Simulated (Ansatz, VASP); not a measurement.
Al2Cu: VASP beside Ansatz

```
Cu Al
1.0
    -3.04867    3.04867    2.43850
     3.04867   -3.04867    2.43850
     3.01833    3.01833   -2.43850
Cu Al
2 4
Direct
  0.25000 0.25000 0.00000
  0.75000 0.75000 0.00000
  0.34190 0.15810 0.50000
  0.84190 0.34190 0.18380
  0.65810 0.84190 0.50000
  0.15810 0.65810 0.81620
```

Alike in both runs: task single point; functional PBEsol; k mesh 6 × 6 × 6; occupations fermi-dirac, width 0.05 eV; no spin polarisation.

|  | VASP | Ansatz |
| --- | --- | --- |
| version | VASP 6.6.1 | Ansatz 0.2.0 |
| potentials or method | VASP PAW PBE potentials, release 64 (Cu, Al) | Ansatz PAW |
| plane-wave cutoff (eV) | 520 | 420 |
| valence electrons in the cell | 34 | 50 |

```csv
,VASP,Ansatz,Ansatz less VASP
gap on the k mesh at the Fermi level (eV),none,none,-
pressure (GPa),-3.3,-3.5,-0.21
"traceless stress, the component that is largest in VASP (GPa)",1.31,1.34,+0.027
rms of the force components (eV/Å),0.044,0.045,+0.0010
```

VASP's potentials were made for PBE, not for PBEsol. Atom by atom the forces differ by 0.001 eV/Å (rms over components). A gap of «none» marks a metal or a gap that the smearing closes. VASP's potentials hold 34 valence electrons a cell and Ansatz's 50, so a difference there can come from the potentials and not from the codes.
